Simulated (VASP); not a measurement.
A run of VASP 6.6.1 is set up as follows.

INCAR

```
SYSTEM = Ir
PREC     = Accurate       ! precision mode
ENCUT    = 520            ! plane-wave cutoff, eV
EDIFF    = 1E-6           ! SCF threshold, eV
ISMEAR   = 0              ! smearing method
SIGMA    = 0.1            ! smearing width, eV
LREAL    = .False.        ! projectors in reciprocal space
LASPH    = .True.         ! aspherical terms in the spheres
NELM     = 80             ! most SCF steps
ALGO     = Normal         ! electronic algorithm
ISIF     = 2              ! what is computed and relaxed
LWAVE    = .False.        ! write WAVECAR
LCHARG   = .True.         ! write CHGCAR
GGA      = PE             ! functional
LELF     = .True.         ! ELF
LVHAR    = .True.       
NBANDS   = 10             ! bands
```

KPOINTS

```
Automatic mesh
0
Gamma
  10 10 10
  0 0 0
```

Contents of POSCAR:

```
Ir
1.0
    0.0000000000      1.9269646676      1.9269646676
    1.9269646676      0.0000000000      1.9269646676
    1.9269646676      1.9269646676      0.0000000000
Ir
1
Direct
    0.0000000000      0.0000000000      0.0000000000
```

Potentials or basis: VASP PAW PBE potentials, release 64 (Ir).

Launch:

```bash
$ cat potpaw_PBE.64/Ir/POTCAR > POTCAR
$ mpirun -np 1 vasp_std > vasp.out
```

**Question.** What does it give for the pressure?

**Answer.** 5.3 GPa.
